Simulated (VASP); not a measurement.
# Cr (Im-3m) in VASP: notebook

Cr is run at these levels: PBE; tasks: single point.

All numbers are computed with VASP 6.6.1; they aren't measurements. Logs are shortened: lines on timing, memory, paths and dates and some standing lists are left out, and cuts for length are marked.

## (1) The cell of the first run

It takes space group Im-3m (No. 229, cubic). Conventional cell: a = 2.530 Å, b = 2.530 Å, c = 2.530 Å, α = 90.00°, β = 90.00°, γ = 90.00°. Cr (site symmetry m-3m) has 14 Cr at 2.19 to 2.53 Å within 2.9 Å.

## (2) Single point, PBE, collinear spin, ferromagnetic start

INCAR

```
SYSTEM = Cr
PREC     = Accurate       ! precision mode
ENCUT    = 520            ! plane-wave cutoff, eV
EDIFF    = 1E-7           ! SCF threshold, eV
ISMEAR   = -1             ! smearing method
SIGMA    = 0.05           ! smearing width, eV
LREAL    = .FALSE.        ! projectors in reciprocal space
LASPH    = .TRUE.         ! aspherical terms in the spheres
NELM     = 150            ! most SCF steps
ALGO     = Normal         ! electronic algorithm
ISIF     = 2              ! what is computed and relaxed
LWAVE    = .FALSE.        ! write WAVECAR
LCHARG   = .FALSE.        ! write CHGCAR
ISPIN    = 2              ! spin polarisation
MAGMOM   = 2              ! initial moments
LORBIT   = 11             ! projections on sites
LMAXMIX  = 4              ! l up to which the mixer works
GGA      = PE             ! functional
NBANDS   = 16             ! bands
```

KPOINTS

```
regular mesh
0
G
  21 21 21
  0 0 0
```

POSCAR

```
Cr
1.0
   -1.2647768609      1.2647768609      1.2647768609
    1.2647768609     -1.2647768609      1.2647768609
    1.2647768609      1.2647768609     -1.2647768609
Cr
1
Direct
    0.0000000000      0.0000000000      0.0000000000
```

Potentials or basis: VASP PAW PBE potentials, release 64 (Cr_pv).

On the command line:

```console
$ cat potpaw_PBE.64/Cr_pv/POTCAR > POTCAR
$ mpirun -np 1 vasp_std > vasp.out
```

OUTCAR:

```text
SYSTEM = Cr
   PREC = Accurate
   ENCUT = 520
   EDIFF = 1E-7
   ISMEAR = -1
   LREAL = .FALSE.
   LASPH = .TRUE.
   NELM = 150
   ISIF = 2
   ISPIN = 2
   LORBIT = 11
   GGA = PE

 ion  position               nearest neighbor table
   1  0.000  0.000  0.000-

  LATTYP: Found a body centered cubic cell.
 ALAT       =     2.5295537218

  Lattice vectors:

 A1 = (  -1.2647768609,   1.2647768609,   1.2647768609)
 A2 = (   1.2647768609,  -1.2647768609,   1.2647768609)
 A3 = (   1.2647768609,   1.2647768609,  -1.2647768609)

Analysis of symmetry for initial positions (statically):
=====================================================================
 Subroutine PRICEL returns:
 Original cell was already a primitive cell.

 Routine SETGRP: Setting up the symmetry group for a
 body centered cubic supercell.

 Subroutine GETGRP returns: Found 48 space group operations
 (whereof 48 operations were pure point group operations)
 out of a pool of 48 trial point group operations.

The static configuration has the point symmetry O_h .

Analysis of symmetry for dynamics (positions and initial velocities):
=====================================================================
 Subroutine PRICEL returns:
 Original cell was already a primitive cell.

 Routine SETGRP: Setting up the symmetry group for a
 body centered cubic supercell.

 Subroutine GETGRP returns: Found 48 space group operations
 (whereof 48 operations were pure point group operations)
 out of a pool of 48 trial point group operations.

The dynamic configuration has the point symmetry O_h .

Analysis of structural, dynamic, and magnetic symmetry:
=====================================================================
 Subroutine PRICEL returns:
 Original cell was already a primitive cell.

 Routine SETGRP: Setting up the symmetry group for a
 body centered cubic supercell.

 Subroutine GETGRP returns: Found 48 space group operations
 (whereof 48 operations were pure point group operations)
 out of a pool of 48 trial point group operations.

The overall configuration has the point symmetry O_h .

 Subroutine INISYM returns: Found 48 space group operations
 (whereof 48 operations are pure point group operations),
 and found     1 'primitive' translations

----------------------------------------------------------------------------------------

                                     Primitive cell

  volume of cell :       8.0929

  direct lattice vectors                    reciprocal lattice vectors
    -1.264776861  1.264776861  1.264776861     0.000000000  0.395326650  0.395326650
     1.264776861 -1.264776861  1.264776861     0.395326650  0.000000000  0.395326650
     1.264776861  1.264776861 -1.264776861     0.395326650  0.395326650  0.000000000

  length of vectors
     2.190657783  2.190657783  2.190657783     0.559076311  0.559076311  0.559076311

  position of ions in fractional coordinates (direct lattice)
     0.000000000  0.000000000  0.000000000

  ion indices of the primitive-cell ions
   primitive index   ion index
                 1           1

----------------------------------------------------------------------------------------

 KPOINTS: regular mesh

Automatic generation of k-mesh.
 Grid dimensions read from file:
 generate k-points for:   21   21   21

 Generating k-lattice:

  Cartesian coordinates                     Fractional coordinates (reciprocal lattice)
     0.000000000  0.018825079  0.018825079     0.047619048  0.000000000  0.000000000
     0.018825079  0.000000000  0.018825079     0.000000000  0.047619048  0.000000000
     0.018825079  0.018825079  0.000000000     0.000000000  0.000000000  0.047619048

  Length of vectors
     0.026622681  0.026622681  0.026622681

  Shift w.r.t. Gamma in fractional coordinates (k-lattice)
     0.000000000  0.000000000  0.000000000

 Subroutine IBZKPT returns following result:
 ===========================================

 Found    286 irreducible k-points:

 Following reciprocal coordinates:
            Coordinates               Weight
  0.000000  0.000000  0.000000      1.000000
  0.047619  0.000000  0.000000     12.000000
  0.095238  0.000000  0.000000     12.000000
  0.142857  0.000000  0.000000     12.000000
  0.190476  0.000000  0.000000     12.000000
  0.238095  0.000000  0.000000     12.000000
[... 16 lines left out ...]
  0.142857  0.095238  0.000000     48.000000
  0.190476  0.095238  0.000000     48.000000
 [... further k-points ...]
   k-points           NKPTS =    286   k-points in BZ     NKDIM =    286   number of bands    NBANDS=     16
   number of dos      NEDOS =    301   number of ions     NIONS =      1
   total plane-waves  NPLWV =   4096
   dimension x,y,z NGX =    16 NGY =   16 NGZ =   16
   dimension x,y,z NGXF=    32 NGYF=   32 NGZF=   32
   ions per type =               1
   NGX,Y,Z   is equivalent  to a cutoff of  12.14, 12.14, 12.14 a.u.
   NGXF,Y,Z  is equivalent  to a cutoff of  24.28, 24.28, 24.28 a.u.
 SYSTEM =  Cr
   PREC   = accura    normal or accurate (medium, high low for compatibility)
   ISTART =      0    job   : 0-new  1-cont  2-samecut
   ICHARG =      2    charge: 1-file 2-atom 10-const
   ISPIN  =      2    spin polarized calculation?
   LNONCOLLINEAR =      F non collinear calculations
   LSORBIT =      F    spin-orbit coupling
   LASPH  =      T    aspherical Exc in radial PAW
   ENCUT  =  520.0 eV  38.22 Ry    6.18 a.u.   4.07  4.07  4.07*2*pi/ulx,y,z
   NELM   =    150;   NELMIN=  2; NELMDL= -5     # of ELM steps
   EDIFF  = 0.1E-06   stopping-criterion for ELM
   LREAL  =      F    real-space projection
   EDIFFG = 0.1E-05   stopping-criterion for IOM
   NSW    =      0    number of steps for IOM
   IBRION =     -1    ionic relax: 0-MD 1-quasi-New 2-CG
   NFREE  =      0    steps in history (QN), initial steepest desc. (CG)
   ISIF   =      2    stress and relaxation
   ISYM   =      2    0-nonsym 1-usesym 2-fastsym
   POTIM  = 0.5000    time-step for ionic-motion
   TEBEG  =    0.0;   TEEND  =   0.0 temperature during run
   PSTRESS=    0.0 pullay stress
   NELECT =      12.0000    total number of electrons
   NUPDOWN=      -1.0000    fix difference up-down
   EMIN   =  10.00;   EMAX   =-10.00  energy-range for DOS
   EFERMI =   0.00;   METHOD = LEGACY
   ISMEAR =    -1;   SIGMA  =   0.05  broadening in eV -4-tet -1-fermi 0-gaus
   EFERMI_NEDOS =   21; number of points for ismear=-14 and -15
   IALGO  =     38    algorithm
   IMIX   =      4    mixing-type and parameters
     AMIX     =   0.40;   BMIX     =  1.00
     AMIX_MAG =   1.60;   BMIX_MAG =  1.00
  volume/ion in A,a.u.               =       8.09        54.61
  Fermi-wavevector in a.u.,A,eV,Ry     =   1.866815  3.527769 47.416292  3.484999
  Thomas-Fermi vector in A             =   2.913430
   LORBIT       =     11    0 simple, 1 ext, 2 COOP (PROOUT), +10 PAW based schemes
   GGA     = PE    functional components
   LHFCALC =     F    Hartree Fock is set to
   AEXX    =    0.0000 exact exchange contribution
   IVDW    =     0    specifies the selected vdW correction
   LEPSILON=     F    determine dielectric tensor
   LRPA    =     F    only Hartree local field effects (RPA)
 spin polarized calculation
  energy-cutoff  :      520.00
  volume of cell :        8.09
 maximum number of plane-waves:       236
   NGX =  9   NGY =  9   NGZ =  9

 number of electron      11.9999995 magnetization      -0.0001995

 number of electron      11.9999995 magnetization       0.0000229

 Free energy of the ion-electron system (eV)
  ---------------------------------------------------
  ext. energy  EPLUGINS =         0.00000000
  ---------------------------------------------------
  free energy    TOTEN  =        -7.99528625 eV

  energy without entropy =       -7.99066317  energy(sigma->0) =       -7.99297471

 E-fermi :  17.0358     XC(G=0): -15.8716

 val. band max:       17.0312748399   @ k =   0.3333   0.0476   0.0476
 cond. band min:      17.0417054861   @ k =  -0.3810   0.3810   0.2857
 fundamental gap:      0.0104306462
 Fermi energy:        17.0358140666

 spin component 1

 k-point     1 :       0.0000    0.0000    0.0000
  band No.  band energies     occupation
      1     -25.1219      1.00000
      2     -25.1219      1.00000
      3     -25.1219      1.00000
      4       8.1931      1.00000
      5      15.3995      1.00000
      6      15.3995      1.00000
[... 8 lines left out ...]
     15      53.7452      0.00000
     16      63.1074      0.00000

 k-point     2 :       0.0476    0.0000    0.0000
  band No.  band energies     occupation
      1     -25.1866      1.00000
      2     -25.1400      1.00000
      3     -25.1228      1.00000
      4       8.3347      1.00000
      5      15.3324      1.00000
      6      15.3893      1.00000
[... 8 lines left out ...]
     15      53.9441      0.00000
     16      61.7029      0.00000
[... 387 lines left out ...]
      5      14.5115      1.00000
      6      14.7460      1.00000
[... 8 lines left out ...]
     15      52.5964      0.00000
     16      57.8406      0.00000

 k-point    24 :       0.1905    0.0952    0.0000
  band No.  band energies     occupation
      1     -26.4867      1.00000
      2     -25.5033      1.00000
      3     -25.2168      1.00000
      4      11.0501      1.00000
      5      14.1342      1.00000
      6      14.7083      1.00000
[... 8 lines left out ...]
     15      52.4101      0.00000
     16      57.6182      0.00000

 [... further k-points ...]

 spin component 2

 k-point     1 :       0.0000    0.0000    0.0000
  band No.  band energies     occupation
      1     -25.1218      1.00000
      2     -25.1218      1.00000
      3     -25.1218      1.00000
      4       8.1931      1.00000
      5      15.3995      1.00000
      6      15.3995      1.00000
[... 8 lines left out ...]
     15      53.7451      0.00000
     16      63.1074      0.00000

 k-point     2 :       0.0476    0.0000    0.0000
  band No.  band energies     occupation
      1     -25.1866      1.00000
      2     -25.1399      1.00000
      3     -25.1227      1.00000
      4       8.3346      1.00000
      5      15.3324      1.00000
      6      15.3893      1.00000
[... 8 lines left out ...]
     15      53.9441      0.00000
     16      61.7038      0.00000
[... 387 lines left out ...]
      5      14.5115      1.00000
      6      14.7460      1.00000
[... 8 lines left out ...]
     15      52.5964      0.00000
     16      57.8406      0.00000

 k-point    24 :       0.1905    0.0952    0.0000
  band No.  band energies     occupation
      1     -26.4867      1.00000
      2     -25.5033      1.00000
      3     -25.2168      1.00000
      4      11.0501      1.00000
      5      14.1342      1.00000
      6      14.7083      1.00000
[... 8 lines left out ...]
     15      52.4101      0.00000
     16      57.6182      0.00000

 [... further k-points ...]

------------------------ aborting loop because EDIFF is reached ----------------------------------------

  FORCE on cell =-STRESS in cart. coord.  units (eV):
  Direction    XX          YY          ZZ          XY          YZ          ZX
  --------------------------------------------------------------------------------------
  -------------------------------------------------------------------------------------
  Total        9.7085885      9.7085885      9.7085885      0.0000000      0.0000000     -0.0000000
  in kB     1922.0511860   1922.0511860   1922.0511860      0.0000000      0.0000000     -0.0000000
  external PRESSURE =    1922.0511860 kB  Pullay stress =       0.0000000 kB

 VOLUME and BASIS-vectors are now :
 -----------------------------------------------------------------------------
  energy-cutoff  :      520.00
  volume of cell :        8.09
      direct lattice vectors                 reciprocal lattice vectors
    -1.264776861  1.264776861  1.264776861     0.000000000  0.395326650  0.395326650
     1.264776861 -1.264776861  1.264776861     0.395326650  0.000000000  0.395326650
     1.264776861  1.264776861 -1.264776861     0.395326650  0.395326650  0.000000000

 POSITION                                       TOTAL-FORCE (eV/Angst)
 -----------------------------------------------------------------------------------
      0.00000      0.00000      0.00000         0.000000     -0.000000      0.000000
 -----------------------------------------------------------------------------------
    total drift:                                0.000000      0.000000     -0.000000

  FREE ENERGIE OF THE ION-ELECTRON SYSTEM (eV)
  ---------------------------------------------------
  free  energy   TOTEN  =        -7.9952862526 eV

  energy  without entropy=       -7.9906631661  energy(sigma->0) =       -7.99297471

 total charge

# of ion       s       p       d       tot
------------------------------------------
    1        0.593   6.679   4.850  12.122

 magnetization (x)

# of ion       s       p       d       tot
------------------------------------------
    1        0.000  -0.000   0.000   0.000
```

Run time: 19 s. Hardware: 1 thread of Intel Xeon 6975P-C (Granite Rapids), shared host; peak memory 0.16 GiB.

What came out:

- Free energy: -7.9953 eV
- Pressure: 192.2 GPa
- Band gap on the k mesh: zero (filled and empty bands overlap)
- Net moment: 0.00 μB per cell

Caveat: the starting moments collapsed, and a magnetic state may lie lower.

## (3) Single point, PBE, collinear spin, ferromagnetic start

INCAR

```
PREC     = Accurate       # precision mode
ENCUT    = 520            # plane-wave cutoff, eV
EDIFF    = 1E-7           # SCF threshold, eV
ISMEAR   = -1             # smearing method
SIGMA    = 0.05           # smearing width, eV
LREAL    = False          # projectors in reciprocal space
LASPH    = True           # aspherical terms in the spheres
NELM     = 150            # most SCF steps
ALGO     = Normal         # electronic algorithm
ISIF     = 2              # what is computed and relaxed
LWAVE    = False          # write WAVECAR
LCHARG   = False          # write CHGCAR
ISPIN    = 2              # spin polarisation
MAGMOM   = 2              # initial moments
LORBIT   = 11             # projections on sites
LMAXMIX  = 4              # l up to which the mixer works
GGA      = PE             # functional
NBANDS   = 16             # bands
```

KPOINTS

```
regular mesh
0
Gamma
  21 21 21
```

POSCAR is that of step 2.

Potentials or basis: VASP PAW PBE potentials, release 64 (Cr_pv).

On the command line:

```console
$ cat potpaw_PBE.64/Cr_pv/POTCAR > POTCAR
$ mpirun -np 1 vasp_std > vasp.out
```

OUTCAR:

```text
PREC = Accurate
   ENCUT = 520
   EDIFF = 1E-7
   ISMEAR = -1
   LREAL = False
   LASPH = True
   NELM = 150
   ISIF = 2
   ISPIN = 2
   LORBIT = 11
   GGA = PE

 ion  position               nearest neighbor table
   1  0.000  0.000  0.000-

  LATTYP: Found a body centered cubic cell.
 ALAT       =     2.5295537218

  Lattice vectors:

 A1 = (  -1.2647768609,   1.2647768609,   1.2647768609)
[... 1121 lines left out ...]
  --------------------------------------------------------------------------------------
  -------------------------------------------------------------------------------------
  Total        9.7085885      9.7085885      9.7085885      0.0000000      0.0000000     -0.0000000
  in kB     1922.0511860   1922.0511860   1922.0511860      0.0000000      0.0000000     -0.0000000
  external PRESSURE =    1922.0511860 kB  Pullay stress =       0.0000000 kB

 VOLUME and BASIS-vectors are now :
 -----------------------------------------------------------------------------
  energy-cutoff  :      520.00
  volume of cell :        8.09
      direct lattice vectors                 reciprocal lattice vectors
    -1.264776861  1.264776861  1.264776861     0.000000000  0.395326650  0.395326650
     1.264776861 -1.264776861  1.264776861     0.395326650  0.000000000  0.395326650
     1.264776861  1.264776861 -1.264776861     0.395326650  0.395326650  0.000000000

 POSITION                                       TOTAL-FORCE (eV/Angst)
 -----------------------------------------------------------------------------------
      0.00000      0.00000      0.00000         0.000000     -0.000000      0.000000
 -----------------------------------------------------------------------------------
    total drift:                                0.000000      0.000000     -0.000000

  FREE ENERGIE OF THE ION-ELECTRON SYSTEM (eV)
  ---------------------------------------------------
  free  energy   TOTEN  =        -7.9952862526 eV

  energy  without entropy=       -7.9906631661  energy(sigma->0) =       -7.99297471

 total charge

# of ion       s       p       d       tot
------------------------------------------
    1        0.593   6.679   4.850  12.122

 magnetization (x)

# of ion       s       p       d       tot
------------------------------------------
    1        0.000  -0.000   0.000   0.000
```

stdout:

```text
POSCAR found type information on POSCAR Cr
 POSCAR found :  1 types and       1 ions
 scaLAPACK will be used
 LDA part: xc-table for (Slater+PW92), standard interpolation
 POSCAR, INCAR and KPOINTS ok, starting setup
 FFT: planning ... GRIDC
 FFT: planning ... GRID_SOFT
 FFT: planning ... GRID
 WAVECAR not read
 entering main loop
```

Wall time 19 s (1 thread of Intel Xeon 6975P-C (Granite Rapids), shared host); peak memory 0.16 GiB.

Results:

```yaml
Free_energy: -7.9953 eV
Pressure: 192.2 GPa
Band_gap_on_the_k_mesh: zero (filled and empty bands overlap)
Net_moment: 0.00 μB per cell
```

Levels at points of the mesh, in eV from the Fermi level:
Spin up:
```
           k point  band 4  band 5  band 6  band 7  band 8  band 9
(0.00, 0.00, 0.00)   -8.84   -1.64   -1.64   -1.64    1.58    1.58
```
Spin down:
```
           k point  band 2  band 3  band 4  band 5  band 6  band 7  band 8  band 9  band 10  band 11
(0.00, 0.00, 0.00)  -42.16  -42.16   -8.84   -1.64   -1.64   -1.64    1.58    1.58     7.33    24.87
```

Caveat: the starting moments collapsed, and a magnetic state may lie lower.
